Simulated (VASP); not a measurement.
# InSe in VASP: single point with PBE+D3(BJ)

Aim: the single point of InSe with PBE+D3(BJ).

All numbers are computed with VASP 6.6.1; they aren't measurements. Logs are shortened: lines on timing, memory, paths and dates and some standing lists are left out, and cuts for length are marked.

### 1 The cell of the first run

The cell holds a slab with vacuum, 8 atoms: a = 4.027 Å, b = 4.027 Å, c = 28.271 Å, α = 90.00°, β = 90.00°, γ = 120.00°.

### 2 Single point, PBE+D3(BJ) (layers slid over each other)

INCAR reads:

```
SYSTEM = InSe
ALGO = Normal
DIPOL = 0.5 0.5 0.408
EDIFF = 1E-6
ENCUT = 520
GGA = PE
IDIPOL = 3
ISIF = 2
ISMEAR = 0
IVDW = 12
LASPH = .True.
LCHARG = .False.
LDIPOL = .True.
LREAL = .False.
LWAVE = .False.
NBANDS = 48
NELM = 100
PREC = Accurate
SIGMA = 0.05
```

KPOINTS reads:

```
k-points
0
Gamma
  9 9 1
  0 0 0
```

POSCAR reads:

```
InSe
1.0
    4.0266103640      0.0000000000      0.0000000000
   -2.0133051820      3.4871468663      0.0000000000
    0.0000000000      0.0000000000     28.2707108021
Se In
4 4
Direct
    0.0000000000      0.0000000000      0.1591753399
    0.0000000000      0.0000000000      0.3496677346
    0.2222222222      0.8888888889      0.4667500401
    0.2222222222      0.8888888889      0.6572424348
    0.6666666667      0.3333333333      0.2049979895
    0.6666666667      0.3333333333      0.3038451603
    0.8888888889      1.2222222222      0.5125726897
    0.8888888889      1.2222222222      0.6114198605
```

Potentials or basis: VASP PAW PBE potentials, release 64 (Se, In_d).

Started as:

```
> cat potpaw_PBE.64/Se/POTCAR potpaw_PBE.64/In_d/POTCAR > POTCAR
> mpirun -np 1 vasp_std > vasp.out
```

OUTCAR:

```text
SYSTEM = InSe
   EDIFF = 1E-6
   ENCUT = 520
   GGA = PE
   ISIF = 2
   ISMEAR = 0
   IVDW = 12
   LASPH = .True.
   LREAL = .False.
   NELM = 100
   PREC = Accurate
 IVDW          = 12

 ion  position               nearest neighbor table
   1  0.000  0.000  0.159-   5 2.66   5 2.66   5 2.66
   2  0.000  0.000  0.350-   6 2.66   6 2.66   6 2.66
   3  0.222  0.889  0.467-   7 2.66   7 2.66   7 2.66
   4  0.222  0.889  0.657-   8 2.66   8 2.66   8 2.66
   5  0.667  0.333  0.205-   1 2.66   1 2.66   1 2.66   6 2.79
   6  0.667  0.333  0.304-   2 2.66   2 2.66   2 2.66   5 2.79
   7  0.889  0.222  0.513-   3 2.66   3 2.66   3 2.66   8 2.79
   8  0.889  0.222  0.611-   4 2.66   4 2.66   4 2.66   7 2.79

  LATTYP: Found a hexagonal cell.
 ALAT       =     4.0266103640
 C/A-ratio  =     7.0209700583

  Lattice vectors:

 A1 = (   4.0266103640,   0.0000000000,   0.0000000000)
 A2 = (  -2.0133051820,   3.4871468663,   0.0000000000)
 A3 = (   0.0000000000,   0.0000000000,  28.2707108021)

Analysis of symmetry for initial positions (statically):
=====================================================================
 Subroutine PRICEL returns:
 Original cell was already a primitive cell.

 Routine SETGRP: Setting up the symmetry group for a
 hexagonal supercell.

 Subroutine GETGRP returns: Found  1 space group operations
 (whereof  1 operations were pure point group operations)
 out of a pool of 24 trial point group operations.

The static configuration has the point symmetry C_1 .

Analysis of symmetry for dynamics (positions and initial velocities):
=====================================================================
 Subroutine PRICEL returns:
 Original cell was already a primitive cell.

 Routine SETGRP: Setting up the symmetry group for a
 hexagonal supercell.

 Subroutine GETGRP returns: Found  1 space group operations
 (whereof  1 operations were pure point group operations)
 out of a pool of 24 trial point group operations.

The dynamic configuration has the point symmetry C_1 .

 Subroutine INISYM returns: Found  1 space group operations
 (whereof  1 operations are pure point group operations),
 and found     1 'primitive' translations

----------------------------------------------------------------------------------------

                                     Primitive cell

  volume of cell :     396.9598

  direct lattice vectors                    reciprocal lattice vectors
     4.026610364  0.000000000  0.000000000     0.248347843  0.143383694  0.000000000
    -2.013305182  3.487146866  0.000000000     0.000000000  0.286767388  0.000000000
[... 114 lines left out ...]
   IALGO  =     38    algorithm
   IMIX   =      4    mixing-type and parameters
     AMIX     =   0.40;   BMIX     =  1.00
     AMIX_MAG =   1.60;   BMIX_MAG =  1.00
  volume/ion in A,a.u.               =      49.62       334.85
  Fermi-wavevector in a.u.,A,eV,Ry     =   0.943548  1.783047 12.113024  0.890282
  Thomas-Fermi vector in A             =   2.071266
   LORBIT       =      0    0 simple, 1 ext, 2 COOP (PROOUT), +10 PAW based schemes
   GGA     = PE    functional components
   LHFCALC =     F    Hartree Fock is set to
   AEXX    =    0.0000 exact exchange contribution
   IVDW    =    12    specifies the selected vdW correction
   LEPSILON=     F    determine dielectric tensor
   LRPA    =     F    only Hartree local field effects (RPA)
 non-spin polarized calculation
 Gauss-broadening in eV      SIGMA  =   0.05
  energy-cutoff  :      520.00
  volume of cell :      396.96
 maximum number of plane-waves:     10749
 NGX is ok and might be reduce to    30
   NGX = 15   NGY = 15   NGZ =105

 dipolmoment           0.000000      0.000000      0.000235 electrons x Angstroem

 number of electron      75.9999998 magnetization

 dipolmoment           0.000000      0.000000     -0.000074 electrons x Angstroem

 Free energy of the ion-electron system (eV)
  ---------------------------------------------------
  ext. energy  EPLUGINS =         0.00000000
  ---------------------------------------------------
  free energy    TOTEN  =       -28.35223284 eV

  energy without entropy =      -28.35223284  energy(sigma->0) =      -28.35223284

 E-fermi :   0.0856     XC(G=0):  -5.6601

 val. band max:       -0.1491066020   @ k =   0.0000   0.1111   0.0000
 cond. band min:       0.9312679036   @ k =   0.0000   0.0000   0.0000
 fundamental gap:      1.0803745056
 Fermi energy:         0.0856311534

 k-point     1 :       0.0000    0.0000    0.0000
  band No.  band energies     occupation
      1     -14.5170      2.00000
      2     -14.5157      2.00000
      3     -14.3343      2.00000
      4     -14.3333      2.00000
      5     -14.3332      2.00000
      6     -14.3317      2.00000
[... 1213 lines left out ...]
     47       4.4800      0.00000
     48       4.5835      0.00000

 [... further k-points ...]

------------------------ aborting loop because EDIFF is reached ----------------------------------------

 vacuum level on the upper side and lower side of the slab       (xc-potential included)        -0.138        -0.138

 Edisp (eV)   -2.02220

 E8    (eV) :    -0.9479

  FORCE on cell =-STRESS in cart. coord.  units (eV):
  Direction    XX          YY          ZZ          XY          YZ          ZX
  --------------------------------------------------------------------------------------
  -------------------------------------------------------------------------------------
  Total       0.05128    -0.06919     0.15446    -0.04169    -0.10743     0.30002
  in kB       0.20696    -0.27926     0.62340    -0.16825    -0.43360     1.21093
  external pressure =        0.18 kB  Pullay stress =        0.00 kB

 VOLUME and BASIS-vectors are now :
 -----------------------------------------------------------------------------
  energy-cutoff  :      520.00
  volume of cell :      396.96
      direct lattice vectors                 reciprocal lattice vectors
     4.026610364  0.000000000  0.000000000     0.248347843  0.143383694  0.000000000
    -2.013305182  3.487146866  0.000000000     0.000000000  0.286767388  0.000000000
     0.000000000  0.000000000 28.270710802     0.000000000  0.000000000  0.035372298

 POSITION                                       TOTAL-FORCE (eV/Angst)
 -----------------------------------------------------------------------------------
      0.00000      0.00000      4.50000        -0.002024      0.001128     -0.010926
      0.00000      0.00000      9.88536        -0.079779      0.031575     -0.030789
     -0.89480      3.09969     13.19536         0.074517     -0.023840      0.029758
     -0.89480      3.09969     18.58071         0.001244     -0.000133      0.010821
      2.01331      1.16238      5.79544        -0.005761      0.002823      0.009353
      2.01331      1.16238      8.58992         0.009803     -0.007696     -0.011772
      3.13181      0.77492     14.49079        -0.002325     -0.003180      0.013124
      3.13181      0.77492     17.28527         0.004326     -0.000677     -0.009569
 -----------------------------------------------------------------------------------
    total drift:                                0.000153     -0.000126     -0.000116

  FREE ENERGIE OF THE ION-ELECTRON SYSTEM (eV)
  ---------------------------------------------------
  free  energy   TOTEN  =       -30.3744283603 eV

  energy  without entropy=      -30.3744283603  energy(sigma->0) =      -30.37442836

 vacuum level on the upper side and lower side of the slab         5.394         5.395
```

OSZICAR:

```text
N       E                     dE             d eps       ncg     rms          rms(c)
DAV:   1     0.720650229090E+03    0.72065E+03   -0.32753E+04  4104   0.150E+03
DAV:   2     0.724005904218E+02   -0.64825E+03   -0.62876E+03  4192   0.382E+02
DAV:   3    -0.231697710004E+02   -0.95570E+02   -0.92876E+02  4816   0.176E+02
[... 15 lines left out ...]
DAV:  19    -0.283522175952E+02   -0.11475E-04   -0.17901E-07  2952   0.247E-03    0.867E-04
DAV:  20    -0.283522259148E+02   -0.83196E-05   -0.14370E-07  2736   0.289E-03    0.757E-04
DAV:  21    -0.283522296672E+02   -0.37524E-05   -0.59492E-08  2640   0.180E-03    0.567E-04
DAV:  22    -0.283522321757E+02   -0.25084E-05   -0.55457E-08  2600   0.106E-03    0.243E-04
DAV:  23    -0.283522328402E+02   -0.66449E-06   -0.18049E-08  2408   0.114E-03
   1 F= -.30374428E+02 E0= -.30374428E+02  d E =-.348098E-12
```

It took 19 min on 1 thread of Oxide Virtual Turin-like, shared host; peak memory 0.79 GiB.

What came out:

```yaml
Free_energy: -30.3744 eV
Largest_force: 0.091 eV/Å
Band_gap_on_the_k_mesh: 1.08 eV (least direct gap 1.14 eV)
Dispersion_energy_per_atom: -0.253 eV
```

Forces on the atoms (eV/Å):
```
Se  -0.002  0.001 -0.011
Se  -0.080  0.032 -0.031
Se   0.075 -0.024  0.030
Se   0.001  0.000  0.011
In  -0.006  0.003  0.009
In   0.010 -0.008 -0.012
In  -0.002 -0.003  0.013
In   0.004 -0.001 -0.010
```

Levels at points of the mesh, in eV from the valence-band top:
| k point | band 35 | band 36 | band 37 | band 38 | band 39 | band 40 | band 41 | band 42 |
| --- | --- | --- | --- | --- | --- | --- | --- | --- |
| (0.00, 0.00, 0.00) | -0.74 | -0.72 | -0.72 | -0.06 | 1.08 | 1.66 | 2.44 | 2.54 |

Caveat: the cell differs from its parent crystal (layers slid over each other); spin-orbit coupling is left out, which moves the levels of the heavy elements.
